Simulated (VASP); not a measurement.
Input of a VASP 6.6.1 run:

File INCAR:

```
SYSTEM = C
ALGO     = Normal         ! electronic algorithm
EDIFF    = 1E-6           ! SCF threshold, eV
ENCUT    = 520            ! plane-wave cutoff, eV
ISIF     = 2              ! what is computed and relaxed
ISMEAR   = 0              ! smearing method
LASPH    = .True.         ! aspherical terms in the spheres
LCHARG   = .False.        ! write CHGCAR
LREAL    = .False.        ! projectors in reciprocal space
LWAVE    = .False.        ! write WAVECAR
NBANDS   = 26             ! bands
NELM     = 60             ! most SCF steps
PREC     = Accurate       ! precision mode
SIGMA    = 0.05           ! smearing width, eV
```

The input KPOINTS:

```
k-points
0
Gamma
  6 6 10
  0 0 0
```

POSCAR

```
C
1.0
    2.0244000334     -4.3337146136      0.0000000000
    2.0244000334      4.3337146136      0.0000000000
    0.0000000000      0.0000000000      2.4856616114
C
8
Direct
    0.6482879639      0.9815881366      0.0000000000
    0.3517120361      0.0184118634      0.0000000000
    0.0184118634      0.3517120361      0.0000000000
    0.9815881366      0.6482879639      0.0000000000
    0.4045540954      0.2260768148      0.5000000000
    0.5954459046      0.7739231852      0.5000000000
    0.7739231852      0.5954459046      0.5000000000
    0.2260768148      0.4045540954      0.5000000000
```

Potentials or basis: VASP PAW LDA potentials, release 64 (C).

Run with:

```bash
$ cat potpaw_LDA.64/C/POTCAR > POTCAR
$ mpirun -np 1 vasp_std > vasp.out
```

(1) Estimate the band gap on the k mesh.

(2) Predict the largest force.

(3) Predict the pressure.

## Answers

(1) 2.77 eV, indirect (least direct gap 4.50 eV).

(2) 0.693 eV/Å.

(3) 20.8 GPa.

Caveat: the cell differs from its parent crystal (strain -0.0375 x Voigt [1, 0, 0, 0, 0, 0]).
